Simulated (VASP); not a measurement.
Input of a VASP 6.6.1 run:

INCAR

```
PREC = Accurate
ENCUT = 520
EDIFF = 1E-6
ISMEAR = 0
SIGMA = 0.01
LREAL = F
LASPH = T
NELM = 60
ALGO = Normal
ISIF = 2
LWAVE = F
LCHARG = T
GGA = PS
LELF = T
LVHAR = T
NBANDS = 14
```

Contents of KPOINTS:

```
regular mesh
0
Gamma
  8 8 8
```

POSCAR

```
NaCl
1.0
    0.0000000000      2.8149573003      2.8149573003
    2.8149573003      0.0000000000      2.8149573003
    2.8149573003      2.8149573003      0.0000000000
Na Cl
1 1
Direct
    0.0000000000      0.0000000000      0.0000000000
    0.5000000000      0.5000000000      0.5000000000
```

Potentials or basis: VASP PAW PBE potentials, release 64 (Na_pv, Cl).

Command:

```console
$ cat potpaw_PBE.64/Na_pv/POTCAR potpaw_PBE.64/Cl/POTCAR > POTCAR
$ mpirun -np 1 vasp_std > vasp.out
```

(1) Estimate the pressure.

(2) What does it give for the band gap on the k mesh?

Results:

(1) -0.4 GPa.

(2) 4.95 eV.

Caveat: the PAW data sets were made with another functional, which shifts forces and pressure a little.
